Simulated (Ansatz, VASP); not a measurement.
# Two plane-wave programs on Lu

```
Lu
1.0
     3.50990    0.00000    0.00000
    -1.75495    3.03966    0.00000
     0.00000    0.00000    5.56660
Lu
2
Direct
  0.33333 0.66667 0.25000
  0.66667 0.33333 0.75000
```

Alike in both runs: task electric field gradients; functional PBE; k mesh 13 × 13 × 8; occupations fermi-dirac, width 0.03 eV; no spin polarisation.

|  | VASP | Ansatz |
| --- | --- | --- |
| version | VASP 6.6.1 | Ansatz 0.2.0 |
| potentials or method | VASP PAW PBE potentials, release 64 (Lu) | PAW with Ansatz's default frozen-core files, scalar-relativistic |
| plane-wave cutoff (eV) | 520 | 420 |
| valence electrons in the cell | 50 | 50 |

VASP gave:

- pressure (GPa): -0.8
- traceless stress, the component that is largest in VASP (GPa): -0.73
- size of Vzz on the site where it differs most (V/Å²): 53.6

Estimate Ansatz's values.

pressure (GPa): -0.9; traceless stress, the component that is largest in VASP (GPa): -0.73; size of Vzz on the site where it differs most (V/Å²): 45.6.

With one functional, cell and mesh, what is left measures potentials, basis and numerics.

Spin-orbit coupling is off throughout.
